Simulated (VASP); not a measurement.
Wanted: the native input for a VASP 6.6.1 run.

| Property | Result |
| --- | --- |
| Task | single point |
| Functional | PBEsol |
| Potentials or basis | VASP PAW PBE potentials, release 64 (Te, Be) |
| Cutoff | 520 eV |
| k mesh | 8 × 8 × 8 |
| Occupations | fermi-dirac, width 0.05 eV |
| Spin | no spin polarisation |
| Dipole correction | no |
| Further INCAR settings | ALGO = Normal; EDIFF = 1e-06; NBANDS = 11 |

The structure of BeTe lies in POSCAR:

```
BeTe
1.0
    0.0000000000      2.7514088358      2.7514088358
    2.7514088358      0.0000000000      2.7514088358
    2.7514088358      2.7514088358      0.0000000000
Te Be
1 1
Direct
    0.7500000000      0.7500000000      0.7500000000
    0.0000000000      0.0000000000      0.0000000000
```

This cell differs from its parent crystal: volume scaled by 0.98.

These files were run (other wordings do the same):

INCAR

```
PREC = Accurate ; ENCUT = 520
EDIFF = 1E-6 ; ISMEAR = -1
SIGMA = 0.05 ; LREAL = False
LASPH = True ; NELM = 100
ALGO = Normal ; ISIF = 2
LWAVE = False ; LCHARG = True
GGA = PS ; LELF = True
LVHAR = True ; NBANDS = 11
```

KPOINTS

```
regular mesh
0
Gamma
  8 8 8
```

Potentials or basis: VASP PAW PBE potentials, release 64 (Te, Be).

Launch:

```bash
$ cat potpaw_PBE.64/Te/POTCAR potpaw_PBE.64/Be/POTCAR > POTCAR
$ mpirun -np 1 vasp_std > vasp.out
```

Results of the run:

```json
{
 "Pressure": "4.0 GPa",
 "Band gap on the k mesh": "1.67 eV, indirect (least direct gap 3.53 eV)"
}
```

Caveat: the PAW data sets were made with another functional, which shifts forces and pressure a little; spin-orbit coupling is left out, which moves the levels of the heavy elements.

It took 11 s on 1 thread of Intel(R) Xeon(R) 6975P-C (Granite Rapids), on a shared host, peak memory 0.17 GiB.
